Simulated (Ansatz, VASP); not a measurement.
One calculation of Sn, two programs

Contents of INCAR:

```
PREC     = Accurate       # precision mode
ENCUT    = 520            # plane-wave cutoff, eV
EDIFF    = 1E-7           # SCF threshold, eV
ISMEAR   = 0              # smearing method
SIGMA    = 0.15           # smearing width, eV
LREAL    = False          # projectors in reciprocal space
LASPH    = True           # aspherical terms in the spheres
NELM     = 60             # most SCF steps
ALGO     = Fast           # electronic algorithm
ISIF     = 2              # what is computed and relaxed
LWAVE    = False          # write WAVECAR
LCHARG   = False          # write CHGCAR
GGA      = PS             # functional
NBANDS   = 13             # bands
```

The input KPOINTS:

```
Automatic mesh
0
Gamma
  20 20 20
```

POSCAR

```
Sn
1.0
   -1.7709276750      1.8187104750      2.3383420000
    1.7709276750     -1.8187104750      2.3383420000
    1.6821503250      1.7323835250     -2.3383420000
Sn
1
Direct
    0.0000000000      0.0000000000      0.0000000000
```

Input for Ansatz:

```yaml
crystal:
  lattice:
    - [-1.770927675, 1.818710475, 2.338342]
    - [1.770927675, -1.818710475, 2.338342]
    - [1.682150325, 1.732383525, -2.338342]
  atoms:
    - { symbol: Sn, position: [0.0, 0.0, 0.0] }
basis:
  ecutwfc: 420
kpoints:
  mp_grid: { grid: [20, 20, 20] }
hamiltonian:
  xc: pbesol
scf:
  occupations: { method: gaussian, width: 0.15 }
output:
  forces: true
  stress: true
  eigenvalues: true
```

Change from the starting cell: strain -0.0500 x Voigt [0, 0, 0, 0, 0, 1], atoms carried along.

Alike in both runs: task single point; functional PBEsol; k mesh 20 × 20 × 20; occupations gaussian, width 0.15 eV; no spin polarisation.

```csv
,VASP,Ansatz
version,VASP 6.6.1,Ansatz 0.2.0
potentials or method,"VASP PAW PBE potentials, release 64 (Sn_d), cutoff 520 eV","scalar-relativistic, plane waves, PAW"
valence electrons in the cell,14,14
```

|  | VASP | Ansatz | Ansatz less VASP |
| --- | --- | --- | --- |
| gap on the k mesh at the Fermi level (eV) | none | none | - |
| pressure (GPa) | -3.6 | -3.6 | +0.05 |
| traceless stress, the component that is largest in VASP (GPa) | -0.28 | -0.28 | -0.001 |

VASP's potentials were made for PBE, not for PBEsol. A gap of «none» marks a metal or a gap that the smearing closes.
